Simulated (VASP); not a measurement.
Pt:

```
Pt
1.0
     0.00000    1.98670    1.98670
     1.98670    0.00000    1.98670
     1.98670    1.98670    0.00000
Pt
1
Direct
  0.00000 0.00000 0.00000
```

Base run:

| Quantity | Value |
| --- | --- |
| Program | VASP 6.6.1 |
| Functional | r2SCAN |
| Potentials or basis | VASP PAW PBE potentials, release 64 (Pt) |
| Cutoff | 520 eV |
| k mesh | 12 × 12 × 12 |
| Occupations | fermi-dirac, width 0.05 eV |
| Spin | no spin polarisation |

Its results: band gap on the k mesh zero (band 5 reaches 10.77 eV, above the bottom of band 6 at 8.55 eV); pressure -5.7 GPa.

Task: The run is repeated on the same cell with these changes: functional from r2SCAN to PBE exchange alone; further incar settings from ALGO = Normal; EDIFF = 1e-06; NBANDS = 11 to ALGO = Fast; EDIFF = 1e-06; NBANDS = 11. What comes out?

Result: Band gap on the k mesh zero (band 5 reaches 12.79 eV, above the bottom of band 6 at 10.69 eV); pressure 29.6 GPa.

Caveats: spin-orbit coupling is left out, which moves the levels of the heavy elements; the PAW data sets were made with another functional, which shifts forces and pressure a little (some runs).
